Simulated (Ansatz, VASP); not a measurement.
# One calculation of Cs, two programs

The input INCAR:

```
SYSTEM = Cs
PREC = Accurate
ENCUT = 520
EDIFF = 1E-7
ISMEAR = -1
SIGMA = 0.1
LREAL = .False.
LASPH = .True.
NELM = 60
ALGO = Normal
ISIF = 2
LWAVE = .False.
LCHARG = .False.
GGA = RE
NBANDS = 10
```

File KPOINTS:

```
regular mesh
0
Gamma
  8 8 8
  0 0 0
```

The input POSCAR:

```
Cs
1.0
    0.0000000000      4.0077479022      4.0077479022
    4.0077479022      0.0000000000      4.0077479022
    4.0077479022      4.0077479022      0.0000000000
Cs
1
Direct
    0.0000000000      0.0000000000      0.0000000000
```

Input for Ansatz:

```yaml
crystal:
  lattice:
    - [0.0, 4.0077479022, 4.0077479022]
    - [4.0077479022, 0.0, 4.0077479022]
    - [4.0077479022, 4.0077479022, 0.0]
  atoms:
    - { symbol: Cs, position: [0.0, 0.0, 0.0] }
hamiltonian:
  xc: revpbe
  pseudopotentials:
    kind: paw
    azcp:
      Cs: "pseudopotentials/Cs.paw.azcp"
basis:
  ecutwfc: 420
  fft_grid_basis: typed
kpoints:
  mp_grid: { grid: [8, 8, 8], shift: [0, 0, 0] }
magnetization:
  spin_polarized: false
scf:
  occupations: { method: fermi_dirac, width: 0.1 }
  lower_state_search: "off"
output:
  stress: true
  write_density: true
  write_potential: true
  elf: true
  volumetric_format: npy
```

Alike in both runs: task single point; functional revPBE; k mesh 8 × 8 × 8; occupations fermi-dirac, width 0.1 eV; no spin polarisation.

|  | VASP | Ansatz |
| --- | --- | --- |
| version | VASP 6.6.1 | Ansatz 0.2.0 |
| potentials or method | VASP PAW PBE potentials, release 64 (Cs_sv), cutoff 520 eV | plane waves (420 eV) with PAW, scalar-relativistic |
| valence electrons in the cell | 9 | 9 |

```csv
,VASP,Ansatz,Ansatz less VASP
pressure (GPa),0.0,0.0,+0.01
```

VASP's potentials were made for PBE, not for revPBE.

Spin-orbit coupling is off throughout.
